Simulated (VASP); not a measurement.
# N2 in VASP: single point with PBEsol

Aim: the single point of N2 with PBEsol.

Program: VASP 6.6.1. These are calculated values, not measurements. Logs are shortened: lines on timing, memory, paths and dates and some standing lists are left out, and cuts for length are marked.

**1. The cell of the first run**

The cell holds a molecule in a box, 2 atoms: a = 9.000 Å, b = 9.500 Å, c = 10.000 Å, α = 90.00°, β = 90.00°, γ = 90.00°.

**2. Single point, PBEsol**

The input, INCAR:

```
SYSTEM = N
  PREC = Accurate
  ENCUT = 520
  EDIFF = 1E-6
  ISMEAR = -1
  SIGMA = 0.05
  LREAL = .FALSE.
  LASPH = .TRUE.
  NELM = 80
  ALGO = Normal
  ISIF = 2
  LWAVE = .FALSE.
  LCHARG = .FALSE.
  GGA = PS
  NBANDS = 12
```

The input, KPOINTS:

```
Automatic mesh
0
G
  1 1 1
  0 0 0
```

The input, POSCAR:

```
N
1.0
    9.0000000000      0.0000000000      0.0000000000
    0.0000000000      9.5000000000      0.0000000000
    0.0000000000      0.0000000000     10.0000000000
N
2
Direct
    0.5000000000      0.5000000000      0.4449994756
    0.5000000000      0.5000000000      0.5550005244
```

Potentials or basis: VASP PAW PBE potentials, release 64 (N).

The run is started by

```
cat potpaw_PBE.64/N/POTCAR > POTCAR
mpirun -np 1 vasp_gam > vasp.out
```

OUTCAR:

```text
SYSTEM = N
   PREC = Accurate
   ENCUT = 520
   EDIFF = 1E-6
   ISMEAR = -1
   LREAL = .FALSE.
   LASPH = .TRUE.
   NELM = 80
   ISIF = 2
   GGA = PS

 ion  position               nearest neighbor table
   1  0.500  0.500  0.445-   2 1.10
   2  0.500  0.500  0.555-   1 1.10

  LATTYP: Found a simple orthorhombic cell.
 ALAT       =     9.0000000000
 B/A-ratio  =     1.0555555556
 C/A-ratio  =     1.1111111111

  Lattice vectors:

 A1 = (   9.0000000000,   0.0000000000,   0.0000000000)
 A2 = (   0.0000000000,   9.5000000000,   0.0000000000)
 A3 = (   0.0000000000,   0.0000000000,  10.0000000000)

Analysis of symmetry for initial positions (statically):
=====================================================================
 Subroutine PRICEL returns:
 Original cell was already a primitive cell.

 Routine SETGRP: Setting up the symmetry group for a
 simple orthorhombic supercell.

 Subroutine GETGRP returns: Found  8 space group operations
 (whereof  8 operations were pure point group operations)
 out of a pool of  8 trial point group operations.

The static configuration has the point symmetry D_2h.

Analysis of symmetry for dynamics (positions and initial velocities):
=====================================================================
 Subroutine PRICEL returns:
 Original cell was already a primitive cell.

 Routine SETGRP: Setting up the symmetry group for a
 simple orthorhombic supercell.

 Subroutine GETGRP returns: Found  8 space group operations
 (whereof  8 operations were pure point group operations)
 out of a pool of  8 trial point group operations.

The dynamic configuration has the point symmetry D_2h.

 Subroutine INISYM returns: Found  8 space group operations
 (whereof  8 operations are pure point group operations),
 and found     1 'primitive' translations

----------------------------------------------------------------------------------------

                                     Primitive cell

  volume of cell :     855.0000

  direct lattice vectors                    reciprocal lattice vectors
     9.000000000  0.000000000  0.000000000     0.111111111  0.000000000  0.000000000
     0.000000000  9.500000000  0.000000000     0.000000000  0.105263158  0.000000000
     0.000000000  0.000000000 10.000000000     0.000000000  0.000000000  0.100000000

  length of vectors
     9.000000000  9.500000000 10.000000000     0.111111111  0.105263158  0.100000000

  position of ions in fractional coordinates (direct lattice)
     0.500000000  0.500000000  0.444999476
     0.500000000  0.500000000  0.555000524

  ion indices of the primitive-cell ions
   primitive index   ion index
                 1           1
                 2           2

----------------------------------------------------------------------------------------

 KPOINTS: Automatic mesh

Automatic generation of k-mesh.
 Grid dimensions read from file:
 generate k-points for:    1    1    1

 Generating k-lattice:

  Cartesian coordinates                     Fractional coordinates (reciprocal lattice)
     0.111111111  0.000000000  0.000000000     1.000000000  0.000000000  0.000000000
     0.000000000  0.105263158  0.000000000     0.000000000  1.000000000  0.000000000
     0.000000000  0.000000000  0.100000000     0.000000000  0.000000000  1.000000000

  Length of vectors
     0.111111111  0.105263158  0.100000000

  Shift w.r.t. Gamma in fractional coordinates (k-lattice)
     0.000000000  0.000000000  0.000000000

 Subroutine IBZKPT returns following result:
 ===========================================

 Found      1 irreducible k-points:

 Following reciprocal coordinates:
            Coordinates               Weight
  0.000000  0.000000  0.000000      1.000000
   k-points           NKPTS =      1   k-points in BZ     NKDIM =      1   number of bands    NBANDS=     12
   number of dos      NEDOS =    301   number of ions     NIONS =      2
   total plane-waves  NPLWV = 403200
   dimension x,y,z NGX =    70 NGY =   72 NGZ =   80
   dimension x,y,z NGXF=   140 NGYF=  144 NGZF=  160
   ions per type =               2
   NGX,Y,Z   is equivalent  to a cutoff of  12.93, 12.60, 13.30 a.u.
   NGXF,Y,Z  is equivalent  to a cutoff of  25.86, 25.20, 26.60 a.u.
 SYSTEM =  N
   PREC   = accura    normal or accurate (medium, high low for compatibility)
   ISTART =      0    job   : 0-new  1-cont  2-samecut
   ICHARG =      2    charge: 1-file 2-atom 10-const
   ISPIN  =      1    spin polarized calculation?
   LNONCOLLINEAR =      F non collinear calculations
   LSORBIT =      F    spin-orbit coupling
   LASPH  =      T    aspherical Exc in radial PAW
   ENCUT  =  520.0 eV  38.22 Ry    6.18 a.u.  16.73 17.66 18.59*2*pi/ulx,y,z
   NELM   =     80;   NELMIN=  2; NELMDL= -5     # of ELM steps
   EDIFF  = 0.1E-05   stopping-criterion for ELM
   LREAL  =      F    real-space projection
   EDIFFG = 0.1E-04   stopping-criterion for IOM
   NSW    =      0    number of steps for IOM
   IBRION =     -1    ionic relax: 0-MD 1-quasi-New 2-CG
   NFREE  =      0    steps in history (QN), initial steepest desc. (CG)
   ISIF   =      2    stress and relaxation
   ISYM   =      2    0-nonsym 1-usesym 2-fastsym
   POTIM  = 0.5000    time-step for ionic-motion
   TEBEG  =    0.0;   TEEND  =   0.0 temperature during run
   PSTRESS=    0.0 pullay stress
   NELECT =      10.0000    total number of electrons
   NUPDOWN=      -1.0000    fix difference up-down
   EMIN   =  10.00;   EMAX   =-10.00  energy-range for DOS
   EFERMI =   0.00;   METHOD = LEGACY
   ISMEAR =    -1;   SIGMA  =   0.05  broadening in eV -4-tet -1-fermi 0-gaus
   EFERMI_NEDOS =   21; number of points for ismear=-14 and -15
   IALGO  =     38    algorithm
   IMIX   =      4    mixing-type and parameters
     AMIX     =   0.40;   BMIX     =  1.00
     AMIX_MAG =   1.60;   BMIX_MAG =  1.00
  volume/ion in A,a.u.               =     427.50      2884.91
  Fermi-wavevector in a.u.,A,eV,Ry     =   0.371609  0.702239  1.878872  0.138093
  Thomas-Fermi vector in A             =   1.299861
   LORBIT       =      0    0 simple, 1 ext, 2 COOP (PROOUT), +10 PAW based schemes
   GGA     = PS    functional components
   LHFCALC =     F    Hartree Fock is set to
   AEXX    =    0.0000 exact exchange contribution
   IVDW    =     0    specifies the selected vdW correction
   LEPSILON=     F    determine dielectric tensor
   LRPA    =     F    only Hartree local field effects (RPA)
 non-spin polarized calculation
  energy-cutoff  :      520.00
  volume of cell :      855.00
 maximum number of plane-waves:     11510
 NGX is ok and might be reduce to    70
   NGX = 33   NGY = 35   NGZ = 37

 number of electron      10.0000000 magnetization

 Free energy of the ion-electron system (eV)
  ---------------------------------------------------
  ext. energy  EPLUGINS =         0.00000000
  ---------------------------------------------------
  free energy    TOTEN  =       -17.05067312 eV

  energy without entropy =      -17.05067312  energy(sigma->0) =      -17.05067312

 E-fermi :  -8.7302     XC(G=0):  -0.6711

 val. band max:       -9.9885083335   @ k =   0.0000   0.0000   0.0000
 cond. band min:      -1.8008236025   @ k =   0.0000   0.0000   0.0000
 fundamental gap:      8.1876847309
 Fermi energy:        -8.7301660095

 k-point     1 :       0.0000    0.0000    0.0000
  band No.  band energies     occupation
      1     -28.1724      2.00000
      2     -13.1923      2.00000
      3     -11.4960      2.00000
      4     -11.4960      2.00000
      5      -9.9885      2.00000
      6      -1.8008      0.00000
      7      -1.8004      0.00000
      8      -0.1611      0.00000
      9       1.2330      0.00000
     10       1.3076      0.00000
     11       1.3142      0.00000
     12       1.5557      0.00000

------------------------ aborting loop because EDIFF is reached ----------------------------------------

  FORCE on cell =-STRESS in cart. coord.  units (eV):
  Direction    XX          YY          ZZ          XY          YZ          ZX
  --------------------------------------------------------------------------------------
  -------------------------------------------------------------------------------------
  Total       -0.0587553     -0.0570043      1.9566252     -0.0000000      0.0000000      0.0000000
  in kB       -0.1101011     -0.1068199      3.6665035     -0.0000000      0.0000000      0.0000000
  external PRESSURE =       1.1498608 kB  Pullay stress =       0.0000000 kB

 VOLUME and BASIS-vectors are now :
 -----------------------------------------------------------------------------
  energy-cutoff  :      520.00
  volume of cell :      855.00
      direct lattice vectors                 reciprocal lattice vectors
     9.000000000  0.000000000  0.000000000     0.111111111  0.000000000  0.000000000
     0.000000000  9.500000000  0.000000000     0.000000000  0.105263158  0.000000000
     0.000000000  0.000000000 10.000000000     0.000000000  0.000000000  0.100000000

 POSITION                                       TOTAL-FORCE (eV/Angst)
 -----------------------------------------------------------------------------------
      4.50000      4.75000      4.44999         0.000000      0.000000     -1.861974
      4.50000      4.75000      5.55001         0.000000      0.000000      1.861974
 -----------------------------------------------------------------------------------
    total drift:                                0.000000      0.000000      0.000000

  FREE ENERGIE OF THE ION-ELECTRON SYSTEM (eV)
  ---------------------------------------------------
  free  energy   TOTEN  =       -17.0506731178 eV

  energy  without entropy=      -17.0506731178  energy(sigma->0) =      -17.05067312
```

Run time: 1.9 min. Hardware: 1 thread of Intel Xeon 8259CL, shared host; peak memory 0.73 GiB.

Results:

```yaml
Free_energy: -17.0507 eV
Largest_force: 1.862 eV/Å
Gap_between_the_frontier_levels: 8.19 eV
```

Forces on the atoms (eV/Å):
```
N    0.000  0.000 -1.862
N    0.000  0.000  1.862
```

Caveat: the standard files for N, O and F lose accuracy on very short bonds; the PAW data sets were made with another functional, which shifts forces and pressure a little.
